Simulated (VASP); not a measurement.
Crystal: BeZn2Se3.

```
CELL_PARAMETERS angstrom
-1.92645 1.92645 8.17324
1.92645 -1.92645 8.17324
1.92645 1.92645 -8.17324
ATOMIC_POSITIONS crystal
Be 0.50000 0.50000 0.00000
Zn 0.83333 0.83333 0.00000
Zn 0.16667 0.16667 0.00000
Se 0.41667 0.91667 0.50000
Se 0.08333 0.58333 0.50000
Se 0.75000 0.25000 0.50000
```

| Item | Value |
| --- | --- |
| Program | VASP 6.6.1 |
| Task | relaxation of cell and atoms |
| Functional | PBE |
| Potentials or basis | VASP PAW PBE potentials, release 64 (Be, Zn, Se) |
| Cutoff | 600 eV |
| k mesh | 6 × 6 × 6 |
| Occupations | gaussian, width 0.1 eV |
| Spin | no spin polarisation |

At the start: pressure 5.5 GPa; volume 20.22 Å³/atom.

**Question.** Where does the relaxation end?

**Answer.** Over 8 steps the energy falls by 75.9 meV/atom and the volume is 21.39 Å³/atom (+5.8 %); space group I-4m2 (No. 119, to 0.05 Å).

The path:
```tsv
step	energy change (eV)	largest force (eV/Å)	pressure (GPa)	volume (Å³)
1	0.0000	1.8118	5.53	121.33
2	-0.3196	0.5981	-2.00	134.00
3	-0.3218	0.6857	-1.44	132.83
4	-0.3960	0.3812	-0.73	130.72
5	-0.4366	0.4058	0.51	127.70
6	-0.4536	0.1327	0.03	128.56
7	-0.4550	0.0685	-0.16	128.89
8	-0.4555	0.0123	0.13	128.35
```

Final structure:
```yaml
crystal:
  lattice:
    - [-1.95523, 1.95523, 8.39329]
    - [1.95523, -1.95523, 8.39329]
    - [1.95523, 1.95523, -8.39329]
  atoms:
    - { symbol: Be, position: [0.50000, 0.50000, 0.00000] }
    - { symbol: Zn, position: [0.83880, 0.83880, 0.00000] }
    - { symbol: Zn, position: [0.16120, 0.16120, 0.00000] }
    - { symbol: Se, position: [0.42829, 0.92829, 0.50000] }
    - { symbol: Se, position: [0.07171, 0.57171, 0.50000] }
    - { symbol: Se, position: [0.75000, 0.25000, 0.50000] }
```
